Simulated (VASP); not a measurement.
# FePt (Tetraferroplatinum) (P4/mmm) in VASP: notebook, part 2 of 2

VASP 6.6.1. The steps go on from the part before.

## 3. Single point, LDA, collinear spin, ferromagnetic start (volume scaled by 0.94)

File INCAR:

```
ALGO = Normal
EDIFF = 1E-7
ENCUT = 520
GGA = CA
ISIF = 2
ISMEAR = -1
ISPIN = 2
LASPH = True
LCHARG = False
LMAXMIX = 4
LORBIT = 11
LREAL = False
LWAVE = False
MAGMOM = 0 3
NBANDS = 20
NELM = 150
PREC = Accurate
SIGMA = 0.05
```

File KPOINTS:

```
k-points
0
Gamma
  10 10 7
```

File POSCAR:

```
FePt
1.0
    2.6679027671      0.0000000000      0.0000000000
    0.0000000000      2.6679027671      0.0000000000
    0.0000000000      0.0000000000      3.6440603244
Pt Fe
1 1
Direct
    0.5000000000      0.5000000000      0.5000000000
    0.0000000000      0.0000000000      0.0000000000
```

Potentials or basis: VASP PAW LDA potentials, release 64 (Pt, Fe).

Run with:

```sh
> cat potpaw_LDA.64/Pt/POTCAR potpaw_LDA.64/Fe/POTCAR > POTCAR
> mpirun -np 1 vasp_std > vasp.out
```

OUTCAR:

```text
EDIFF = 1E-7
   ENCUT = 520
   GGA = CA
   ISIF = 2
   ISMEAR = -1
   ISPIN = 2
   LASPH = True
   LORBIT = 11
   LREAL = False
   NELM = 150
   PREC = Accurate

 ion  position               nearest neighbor table
   1  0.500  0.500  0.500-   2 2.62   2 2.62   2 2.62   2 2.62   2 2.62   2 2.62   2 2.62   2 2.62

   2  0.000  0.000  0.000-   1 2.62   1 2.62   1 2.62   1 2.62   1 2.62   1 2.62   1 2.62   1 2.62

  LATTYP: Found a simple tetragonal cell.
 ALAT       =     2.6679027671
 C/A-ratio  =     1.3658894804

  Lattice vectors:

 A1 = (   2.6679027671,   0.0000000000,   0.0000000000)
 A2 = (   0.0000000000,   2.6679027671,   0.0000000000)
 A3 = (   0.0000000000,   0.0000000000,   3.6440603244)

Analysis of symmetry for initial positions (statically):
=====================================================================
 Subroutine PRICEL returns:
 Original cell was already a primitive cell.

 Routine SETGRP: Setting up the symmetry group for a
 simple tetragonal supercell.

[... 751 lines left out ...]
      5       6.7964      1.00000
      6       8.4677      1.00000
[... 541 lines left out ...]
     19      33.3407      0.00000
     20      33.8524      0.00000

 [... further k-points ...]

------------------------ aborting loop because EDIFF is reached ----------------------------------------

  FORCE on cell =-STRESS in cart. coord.  units (eV):
  Direction    XX          YY          ZZ          XY          YZ          ZX
  --------------------------------------------------------------------------------------
  -------------------------------------------------------------------------------------
  Total        0.1748010      0.1748010      0.3337307      0.0000000      0.0000000      0.0000000
  in kB       10.7976395     10.7976395     20.6148953      0.0000000      0.0000000      0.0000000
  external PRESSURE =      14.0700581 kB  Pullay stress =       0.0000000 kB

 VOLUME and BASIS-vectors are now :
 -----------------------------------------------------------------------------
  energy-cutoff  :      520.00
  volume of cell :       25.94
      direct lattice vectors                 reciprocal lattice vectors
     2.667902767  0.000000000  0.000000000     0.374826254  0.000000000  0.000000000
     0.000000000  2.667902767  0.000000000     0.000000000  0.374826254  0.000000000
     0.000000000  0.000000000  3.644060324     0.000000000  0.000000000  0.274419167

 POSITION                                       TOTAL-FORCE (eV/Angst)
 -----------------------------------------------------------------------------------
      1.33395      1.33395      1.82203         0.000000      0.000000      0.000000
      0.00000      0.00000      0.00000         0.000000      0.000000      0.000000
 -----------------------------------------------------------------------------------
    total drift:                               -0.000000      0.000000      0.000000

  FREE ENERGIE OF THE ION-ELECTRON SYSTEM (eV)
  ---------------------------------------------------
  free  energy   TOTEN  =       -17.0108168377 eV

  energy  without entropy=      -16.9966722623  energy(sigma->0) =      -17.00374455

 total charge

# of ion       s       p       d       tot
------------------------------------------
    1        0.746   0.737   8.090   9.573
    2        0.436   0.502   6.216   7.154
--------------------------------------------------
tot          1.182   1.240  14.306  16.728

 magnetization (x)

# of ion       s       p       d       tot
------------------------------------------
    1       -0.020  -0.048   0.421   0.353
    2        0.002   0.001   2.694   2.698
--------------------------------------------------
tot         -0.018  -0.046   3.115   3.051
```

It took 85 s on 1 thread of Oxide Virtual Turin-like, shared host; peak memory 0.15 GiB.

Results:

```yaml
Free_energy: -17.0108 eV
Pressure: 1.4 GPa
Net_moment: 3.11 μB per cell
Site_moments: Pt +0.35; Fe +2.70 μB
Valence_electrons_inside_the_program's_atomic_spheres: Pt 9.57; Fe 7.15
```

Stress tensor (GPa, compression positive):
```
1.08 0.00 0.00
0.00 1.08 0.00
0.00 0.00 2.06
```

Caveat: spin-orbit coupling is left out, which moves the levels of the heavy elements.

## 4. Single point, LDA, collinear spin, ferromagnetic start (volume scaled by 0.96)

File INCAR:

```
PREC = Accurate
ENCUT = 520
EDIFF = 1E-6
ISMEAR = -1
SIGMA = 0.05
LREAL = F
LASPH = T
NELM = 150
ALGO = Normal
ISIF = 2
LWAVE = F
LCHARG = F
ISPIN = 2
MAGMOM = 0 3
LORBIT = 11
LMAXMIX = 4
GGA = CA
NBANDS = 20
```

File KPOINTS:

```
regular mesh
0
Gamma
  10 10 7
```

File POSCAR:

```
FePt
1.0
    2.6866914338      0.0000000000      0.0000000000
    0.0000000000      2.6866914338      0.0000000000
    0.0000000000      0.0000000000      3.6697235666
Pt Fe
1 1
Direct
    0.5000000000      0.5000000000      0.5000000000
    0.0000000000      0.0000000000      0.0000000000
```

Run with:

```sh
> cat potpaw_LDA.64/Pt/POTCAR potpaw_LDA.64/Fe/POTCAR > POTCAR
> mpirun -np 1 vasp_std > vasp.out
```

It took 72 s on 1 thread of Oxide Virtual Turin-like, shared host; peak memory 0.15 GiB.

The run converged. Its results:

```
Free energy                                           : -17.0069 eV
Pressure                                              : -3.8 GPa
Net moment                                            : 3.15 μB per cell
Site moments                                          : Pt +0.35; Fe +2.74 μB
Valence electrons inside the program's atomic spheres : Pt 9.52; Fe 7.11
```

Stress tensor (GPa, compression positive):
```
-4.19  0.00  0.00
 0.00 -4.19  0.00
 0.00  0.00 -3.06
```

Levels at points of the mesh, in eV from the Fermi level:
Spin up:
```
           k point  band 8  band 9  band 10  band 11  band 12  band 13  band 14  band 15
(0.00, 0.00, 0.00)   -1.61   -0.33    -0.10    -0.10     2.35    10.39    11.93    11.93
(0.50, 0.00, 0.00)   -2.19   -1.82    -1.63     0.52     2.26    10.80    10.97    13.09
(0.50, 0.50, 0.00)   -0.13   -0.13     0.71     1.65     1.65     8.11    10.68    11.13
```
Spin down:
```csv
k point,band 5,band 6,band 7,band 8,band 9,band 10,band 11,band 12
"(0.00, 0.00, 0.00)",-2.49,-0.84,-0.77,0.47,1.56,1.73,1.73,2.66
"(0.50, 0.00, 0.00)",-2.55,-1.39,-1.30,-1.07,0.30,0.63,2.56,2.67
"(0.50, 0.50, 0.00)",1.01,1.22,1.56,1.81,1.81,1.83,1.94,1.94
```

Caveat: spin-orbit coupling is left out, which moves the levels of the heavy elements.

## 5. Single point, LDA, collinear spin, ferromagnetic start (volume scaled by 0.98)

File INCAR:

```
SYSTEM = FePt
ALGO = Normal
EDIFF = 1E-6
ENCUT = 520
GGA = CA
ISIF = 2
ISMEAR = -1
ISPIN = 2
LASPH = .True.
LCHARG = .False.
LMAXMIX = 4
LORBIT = 11
LREAL = .False.
LWAVE = .False.
MAGMOM = 0 3
NBANDS = 20
NELM = 150
PREC = Accurate
SIGMA = 0.05
```

File KPOINTS:

```
k-points
0
Gamma
  10 10 7
  0 0 0
```

File POSCAR:

```
FePt
1.0
    2.7052209258      0.0000000000      0.0000000000
    0.0000000000      2.7052209258      0.0000000000
    0.0000000000      0.0000000000      3.6950328048
Pt Fe
1 1
Direct
    0.5000000000      0.5000000000      0.5000000000
    0.0000000000      0.0000000000      0.0000000000
```

Run with:

```sh
> cat potpaw_LDA.64/Pt/POTCAR potpaw_LDA.64/Fe/POTCAR > POTCAR
> mpirun -np 1 vasp_std > vasp.out
```

Wall time 71 s (1 thread of Oxide Virtual Turin-like, shared host); peak memory 0.15 GiB.

Results (log left out):

| Quantity | Value |
| --- | --- |
| Free energy | -16.9859 eV |
| Pressure | -8.5 GPa |
| Net moment | 3.18 μB per cell |
| Site moments | Pt +0.35; Fe +2.77 μB |
| Valence electrons inside the program's atomic spheres | Pt 9.47; Fe 7.06 |

Stress tensor (GPa, compression positive):
```
-8.96  0.00  0.00
 0.00 -8.96  0.00
 0.00  0.00 -7.69
```

Levels at points of the mesh, in eV from the Fermi level:
Spin up:
```tsv
k point	band 9	band 10	band 11	band 12	band 13	band 14
(0.00, 0.00, 0.00)	-0.37	-0.17	-0.17	2.32	10.12	11.79
(0.50, 0.00, 0.00)	-1.85	-1.61	0.43	2.16	10.66	10.79
(0.50, 0.50, 0.00)	-0.20	0.65	1.63	1.63	7.88	10.40
```
Spin down:
```
           k point  band 5  band 6  band 7  band 8  band 9  band 10  band 11  band 12
(0.00, 0.00, 0.00)   -2.43   -0.81   -0.77    0.46    1.52     1.68     1.68     2.63
(0.50, 0.00, 0.00)   -2.49   -1.38   -1.25   -1.02    0.31     0.63     2.46     2.61
(0.50, 0.50, 0.00)    0.94    1.17    1.52    1.76    1.76     1.79     1.92     1.92
```

Caveat: spin-orbit coupling is left out, which moves the levels of the heavy elements.

## 6. Single point, LDA, collinear spin, ferromagnetic start

File INCAR:

```
  PREC = Accurate
  ENCUT = 520
  EDIFF = 1E-7
  ISMEAR = -1
  SIGMA = 0.05
  LREAL = F
  LASPH = T
  NELM = 150
  ALGO = Normal
  ISIF = 2
  LWAVE = F
  LCHARG = T
  ISPIN = 2
  MAGMOM = 0 3
  LORBIT = 11
  LMAXMIX = 4
  GGA = CA
  LELF = T
  LVHAR = T
  NBANDS = 20
```

File KPOINTS:

```
Automatic mesh
0
Gamma
  10 10 7
```

File POSCAR:

```
FePt
1.0
    2.7235000000      0.0000000000      0.0000000000
    0.0000000000      2.7235000000      0.0000000000
    0.0000000000      0.0000000000      3.7200000000
Pt Fe
1 1
Direct
    0.5000000000      0.5000000000      0.5000000000
    0.0000000000      0.0000000000      0.0000000000
```

Potentials or basis: VASP PAW LDA potentials, release 64 (Pt, Fe).

Run with:

```sh
> cat potpaw_LDA.64/Pt/POTCAR potpaw_LDA.64/Fe/POTCAR > POTCAR
> mpirun -np 1 vasp_std > vasp.out
```

Run time: 2.4 min. Hardware: 1 thread of Oxide Virtual Turin-like, shared host; peak memory 0.16 GiB.

It converged, with:

| Property | Result |
| --- | --- |
| Free energy | -16.9496 eV |
| Pressure | -12.7 GPa |
| Net moment | 3.19 μB per cell |
| Site moments | Pt +0.35; Fe +2.80 μB |
| Valence electrons inside the program's atomic spheres | Pt 9.42; Fe 7.02 |

Stress tensor (GPa, compression positive):
```
-13.13   0.00   0.00
  0.00 -13.13   0.00
  0.00   0.00 -11.77
```

Levels at points of the mesh, in eV from the Fermi level:
Spin up:
```csv
k point,band 9,band 10,band 11,band 12,band 13,band 14
"(0.00, 0.00, 0.00)",-0.41,-0.22,-0.22,2.29,9.86,11.64
"(0.50, 0.00, 0.00)",-1.88,-1.60,0.35,2.07,10.52,10.61
"(0.50, 0.50, 0.00)",-0.27,0.59,1.62,1.62,7.66,10.13
```
Spin down:
```
           k point  band 6  band 7  band 8  band 9  band 10  band 11
(0.00, 0.00, 0.00)   -0.77   -0.77    0.45    1.48     1.63     1.63
(0.50, 0.00, 0.00)   -1.36   -1.20   -0.97    0.32     0.63     2.36
(0.50, 0.50, 0.00)    1.13    1.48    1.70    1.70     1.75     1.90
```

Caveat: spin-orbit coupling is left out, which moves the levels of the heavy elements.

## 7. The runs side by side

```tsv
level	potentials or basis	fixed moment (μB)	cell	k mesh	gap on the mesh (eV)	pressure (GPa)	moment (μB)
PBE	VASP PAW PBE potentials, release 64 (Pt, Fe)	6.0	a = 2.724, b = 2.724, c = 3.720 Å, 2 atoms	8 × 8 × 6	-	41.1	6.00
LDA	VASP PAW LDA potentials, release 64 (Pt, Fe)	-	a = 2.668, b = 2.668, c = 3.644 Å, 2 atoms	10 × 10 × 7	none	1.4	3.11
LDA	VASP PAW LDA potentials, release 64 (Pt, Fe)	-	a = 2.687, b = 2.687, c = 3.670 Å, 2 atoms	10 × 10 × 7	none	-3.8	3.15
LDA	VASP PAW LDA potentials, release 64 (Pt, Fe)	-	a = 2.705, b = 2.705, c = 3.695 Å, 2 atoms	10 × 10 × 7	none	-8.5	3.18
LDA	VASP PAW LDA potentials, release 64 (Pt, Fe)	-	a = 2.724, b = 2.724, c = 3.720 Å, 2 atoms	10 × 10 × 7	none	-12.7	3.19
```

Alike in all rows: task single point; spin collinear, ferromagnetic start; cutoff (eV) 520; smearing fermi-dirac 0.05 eV.

Caveats: spin-orbit coupling is left out, which moves the levels of the heavy elements; the total moment is fixed, so each spin has its own Fermi level (some runs).

Total energies depend on the potentials used, so only differences within one code and one set of settings carry meaning.
